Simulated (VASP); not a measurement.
## Zr: relaxation of cell and atoms with RPBE+D3(BJ)

Zr:

```
Zr
1.0
     3.23200    0.00000    0.00000
    -1.61600    2.79899    0.00000
     0.00000    0.00000    5.14700
Zr
2
Direct
  0.66667 0.33333 0.75000
  0.33333 0.66667 0.25000
```

| Quantity | Value |
| --- | --- |
| Program | VASP 6.6.1 |
| Task | relaxation of cell and atoms |
| Functional | RPBE |
| Dispersion | D3(BJ) |
| Potentials or basis | VASP PAW PBE potentials, release 64 (Zr_sv) |
| Cutoff | 600 eV |
| k mesh | 9 × 9 × 5 |
| Occupations | fermi-dirac, width 0.05 eV |
| Spin | no spin polarisation |
| Dipole correction | no |
| Further INCAR settings | ALGO = Normal; EDIFF = 1e-07; IBRION = 2; EDIFFG = -0.02; NSW = 80; ISIF = 3 |

The relaxed volume is 17.44 Å³/atom, the relaxed cell is a = 2.897 Å, b = 2.897 Å, c = 4.801 Å, α = 90.00°, β = 90.00°, γ = 120.00° and the space group after relaxing (to 0.1 Å) is P6_3/mmc (No. 194). The pressure after relaxing is 0.0 GPa. The band gap on the k mesh is zero (bands 12 and 13 overlap by 1.26 eV). The dispersion energy per atom is -5.002 eV.

Final structure:
```cif
data_structure
_symmetry_space_group_name_H-M 'P 1'
_symmetry_Int_Tables_number 1
_cell_length_a 2.8967
_cell_length_b 2.8967
_cell_length_c 4.8005
_cell_angle_alpha 90.000
_cell_angle_beta 90.000
_cell_angle_gamma 120.000
_cell_volume 34.88
loop_
_atom_site_label
_atom_site_type_symbol
_atom_site_fract_x
_atom_site_fract_y
_atom_site_fract_z
_atom_site_occupancy
Zr1 Zr 0.66667 0.33333 0.75000 1
Zr2 Zr 0.33333 0.66667 0.25000 1
```

Levels at points of the mesh, in eV from the Fermi level:
```tsv
k point	band 10	band 11	band 12	band 13	band 14	band 15
(0.00, 0.00, 0.00)	-3.78	0.62	0.94	0.94	1.83	1.83
```

It took 5.9 min on 1 thread of Intel Xeon 8259CL (shared host), peak memory 0.21 GiB.

Caveat: the volume moved by over 15 % at a fixed basis, so the end points are rough; the PAW data sets were made with another functional, which shifts forces and pressure a little.
